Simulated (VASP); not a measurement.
# TiCo: single point with PBE

Crystal: TiCo.

```
CELL_PARAMETERS angstrom
2.90951 0.00000 0.00000
0.00000 2.90951 0.00000
0.00000 0.00000 2.90951
ATOMIC_POSITIONS crystal
Ti 0.00000 0.00000 0.00000
Co 0.50000 0.50000 0.50000
```

```json
{"Program": "VASP 6.6.1", "Task": "single point", "Functional": "PBE", "Potentials or basis": "VASP PAW PBE potentials, release 64 (Ti_sv, Co)", "Cutoff": "520 eV", "k mesh": "10 × 10 × 10", "Occupations": "fermi-dirac, width 0.1 eV", "Spin": "collinear spin, ferromagnetic start", "Starting moments": "[0.0, 2.5] μB", "Dipole correction": "no", "Further INCAR settings": "ALGO = Normal; EDIFF = 1e-06; NBANDS = 22"}
```

The pressure is 13.9 GPa and the net moment is 0.65 μB per cell. The site moments are Ti +0.00; Co +0.68 μB and the valence electrons inside the program's atomic spheres are Ti 10.40; Co 8.43.

Levels at points of the mesh, in eV from the Fermi level:
Spin up:
```tsv
k point	band 7	band 8	band 9	band 10	band 11	band 12	band 13	band 14	band 15	band 16
(0.00, 0.00, 0.00)	-4.45	-1.88	-1.88	-1.88	0.62	0.62	2.96	2.96	2.96	9.53
(0.50, 0.00, 0.00)	-3.14	-1.98	-1.98	-1.46	-0.87	-0.30	0.69	0.69	2.43	4.29
(0.50, 0.50, 0.00)	-2.87	-2.87	-1.27	-0.58	0.78	0.78	1.25	2.75	2.75	3.41
(0.50, 0.50, 0.50)	-2.86	-2.32	-2.32	-2.32	-1.24	-1.24	3.50	3.50	7.64	8.99
```
Spin down:
```
           k point  band 8  band 9  band 10  band 11  band 12  band 13
(0.00, 0.00, 0.00)   -1.48   -1.48    -1.48     1.05     1.05     3.06
(0.50, 0.00, 0.00)   -1.56   -1.56    -1.01    -0.93     0.56     0.72
(0.50, 0.50, 0.00)   -2.56   -0.18     0.21     0.77     0.77     1.39
(0.50, 0.50, 0.50)   -2.30   -2.30    -2.30    -0.15    -0.15     3.47
```

Run time: 42 s on 1 thread of AMD EPYC 9R45 96-Core Processor (Zen 5), on a shared host, peak memory 0.15 GiB.

Caveat: the cell stands under pressure.
